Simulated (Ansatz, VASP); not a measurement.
**LuPd2O2: VASP beside Ansatz**

File INCAR:

```
SYSTEM = LuPd2O2
  ALGO = Normal
  EDIFF = 1E-6
  ENCUT = 520
  GGA = PE
  ISIF = 2
  ISMEAR = 0
  LASPH = .True.
  LCHARG = .False.
  LREAL = .False.
  LWAVE = .False.
  NBANDS = 36
  NELM = 60
  PREC = Accurate
  SIGMA = 0.1
```

KPOINTS

```
k-points
0
Gamma
  6 6 6
  0 0 0
```

Contents of POSCAR:

```
LuPd2O2
1.0
   -2.2390312400      2.2390312400      4.0912399500
    2.2390312400     -2.2390312400      4.0912399500
    2.2390312400      2.2390312400     -4.0912399500
Lu Pd O
1 2 2
Direct
    0.5000000000      0.5000000000      0.0000000000
    0.8398936000      0.8398936000      0.0000000000
    0.1601064000      0.1601064000      0.0000000000
    0.5000000000      0.0000000000      0.5000000000
    0.0000000000      0.5000000000      0.5000000000
```

Input for Ansatz:

```yaml
crystal:
  lattice:
    - [-2.23903124, 2.23903124, 4.09123995]
    - [2.23903124, -2.23903124, 4.09123995]
    - [2.23903124, 2.23903124, -4.09123995]
  atoms:
    - { symbol: Lu, position: [0.5, 0.5, 0.0] }
    - { symbol: Pd, position: [0.8398936, 0.8398936, 0.0] }
    - { symbol: Pd, position: [0.1601064, 0.1601064, 0.0] }
    - { symbol: O, position: [0.5, 0.0, 0.5] }
    - { symbol: O, position: [0.0, 0.5, 0.5] }
basis:
  ecutwfc: 420
kpoints:
  mp_grid: { grid: [6, 6, 6] }
hamiltonian:
  xc: pbe
scf:
  occupations: { method: gaussian, width: 0.1 }
  lower_state_search: "off"
output:
  forces: true
  stress: true
  eigenvalues: true
```

Alike in both runs: task single point; functional PBE; k mesh 6 × 6 × 6; occupations gaussian, width 0.1 eV; no spin polarisation.

|  | VASP | Ansatz |
| --- | --- | --- |
| version | VASP 6.6.1 | Ansatz 0.2.0 |
| potentials or method | VASP PAW PBE potentials, release 64 (Lu, Pd, O), cutoff 520 eV | scalar-relativistic, plane waves, PAW |
| valence electrons in the cell | 57 | 73 |

Ansatz gave:

```
gap on the k mesh at the Fermi level (eV)                     : none
pressure (GPa)                                                : -7.6
traceless stress, the component that is largest in VASP (GPa) : 8.28
rms of the force components (eV/Å)                            : 0.021
```

**Question.** Which values does VASP return?

**Answer.** gap on the k mesh at the Fermi level (eV): none; pressure (GPa): -7.4; traceless stress, the component that is largest in VASP (GPa): 8.08; rms of the force components (eV/Å): 0.033.

Atom by atom the forces differ by 0.012 eV/Å (rms over components). A gap of «none» marks a metal or a gap that the smearing closes. With one functional, cell and mesh, what is left measures potentials, basis and numerics. VASP's potentials hold 57 valence electrons a cell and Ansatz's 73, so a difference there can come from the potentials and not from the codes.

Spin-orbit coupling is off throughout.
